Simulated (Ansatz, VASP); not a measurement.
SiO2 in VASP and in Ansatz

INCAR

```
SYSTEM = SiO2
PREC     = Accurate       ! precision mode
ENCUT    = 520            ! plane-wave cutoff, eV
EDIFF    = 1E-6           ! SCF threshold, eV
ISMEAR   = -1             ! smearing method
SIGMA    = 0.05           ! smearing width, eV
LREAL    = .False.        ! projectors in reciprocal space
LASPH    = .True.         ! aspherical terms in the spheres
NELM     = 80             ! most SCF steps
ALGO     = Normal         ! electronic algorithm
ISIF     = 2              ! what is computed and relaxed
LWAVE    = .False.        ! write WAVECAR
LCHARG   = .False.        ! write CHGCAR
GGA      = PS             ! functional
NBANDS   = 25             ! bands
```

KPOINTS

```
regular mesh
0
Gamma
  6 6 6
  0 0 0
```

The input POSCAR:

```
SiO2
1.0
   -2.3740500000      2.3740500000      3.7440000000
    2.3740500000     -2.3740500000      3.7440000000
    2.3740500000      2.3740500000     -3.7440000000
Si O
2 4
Direct
    0.0000000000      0.0000000000      0.0000000000
    0.7500000000      0.2500000000      0.5000000000
    0.9983800000      0.6250000000      0.8733800000
    0.3750000000      0.2483800000      0.3733800000
    0.7516200000      0.1250000000      0.1266200000
    0.8750000000      0.0016200000      0.6266200000
```

Input for Ansatz:

```yaml
crystal:
  lattice:
    - [-2.37405, 2.37405, 3.744]
    - [2.37405, -2.37405, 3.744]
    - [2.37405, 2.37405, -3.744]
  atoms:
    - { symbol: Si, position: [0.0, 0.0, 0.0] }
    - { symbol: Si, position: [0.7499999999999999, 0.25000000000000006, 0.49999999999999994] }
    - { symbol: O, position: [0.9983800000000002, 0.625, 0.87338] }
    - { symbol: O, position: [0.375, 0.24838000000000002, 0.37338] }
    - { symbol: O, position: [0.7516199999999998, 0.125, 0.12661999999999998] }
    - { symbol: O, position: [0.875, 0.0016200000000000483, 0.62662] }
kpoints:
  mp_grid:
    grid: [6, 6, 6]
hamiltonian:
  xc: pbesol
scf:
  occupations:
    method: fermi_dirac
    width: 0.05
output:
  stress: true
```

Alike in both runs: task single point; functional PBEsol; k mesh 6 × 6 × 6; occupations fermi-dirac, width 0.05 eV; no spin polarisation.

```csv
,VASP,Ansatz
version,VASP 6.6.1,Ansatz 0.2.0
potentials or method,"VASP PAW PBE potentials, release 64 (Si, O)","plane waves, PAW"
plane-wave cutoff (eV),520,420
valence electrons in the cell,32,32
```

```csv
,VASP,Ansatz,Ansatz less VASP
pressure (GPa),1.6,1.1,-0.57
"traceless stress, the component that is largest in VASP (GPa)",-1.29,-1.36,-0.070
```

VASP's potentials were made for PBE, not for PBEsol.
